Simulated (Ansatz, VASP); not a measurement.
**Ti3Al in VASP and in Ansatz**

Contents of INCAR:

```
PREC = Accurate
ENCUT = 500
EDIFF = 1E-6
ISMEAR = 0
SIGMA = 0.1
LREAL = False
LASPH = True
NELM = 120
ALGO = Normal
ISIF = 2
LWAVE = False
LCHARG = False
GGA = PS
NBANDS = 28
GGA_COMPAT = False
```

The input KPOINTS:

```
regular mesh
0
Gamma
  4 4 4
```

The input POSCAR:

```
Ti3Al
1.0
    0.0000000000      3.1847926517      3.1847926517
    3.1847926517      0.0000000000      3.1847926517
    3.1847926517      3.1847926517      0.0000000000
Ti Al
3 1
Direct
    0.7500000000      0.7500000000      0.7500000000
    0.2500000000      0.2500000000      0.2500000000
    0.0000000000      0.0000000000      0.0000000000
    0.5000000000      0.5000000000      0.5000000000
```

Input for Ansatz:

```yaml
crystal:
  lattice:
    - [0.0, 3.1847926517, 3.1847926517]
    - [3.1847926517, 0.0, 3.1847926517]
    - [3.1847926517, 3.1847926517, 0.0]
  atoms:
    - { symbol: Ti, position: [0.75, 0.75, 0.75] }
    - { symbol: Ti, position: [0.25, 0.25, 0.25] }
    - { symbol: Ti, position: [0.0, 0.0, 0.0] }
    - { symbol: Al, position: [0.5, 0.5, 0.5] }
basis:
  ecutwfc: 420
kpoints:
  mp_grid: { grid: [4, 4, 4] }
hamiltonian:
  xc: pbesol
  pseudopotentials: { kind: paw, azcp: { folder: soft_1 } }
scf:
  occupations: { method: gaussian, width: 0.1 }
output:
  forces: true
  stress: true
  eigenvalues: true
```

Alike in both runs: task single point; functional PBEsol; k mesh 4 × 4 × 4; occupations gaussian, width 0.1 eV; no spin polarisation.

```csv
,VASP,Ansatz
version,VASP 6.6.1,Ansatz 0.2.0
potentials or method,"VASP PAW PBE potentials, release 64 (Ti_sv, Al), cutoff 500 eV","scalar-relativistic, plane waves, PAW"
valence electrons in the cell,39,39
```

VASP gave:

* gap on the k mesh at the Fermi level (eV): none
* pressure (GPa): 0.1

Q: Estimate Ansatz's values.

A: gap on the k mesh at the Fermi level (eV): none; pressure (GPa): 0.2.

VASP's potentials were made for PBE, not for PBEsol, and Ansatz warns of the same on its side. A gap of «none» marks a metal or a gap that the smearing closes.

The k mesh is coarse, so the values compare programs but aren't converged.
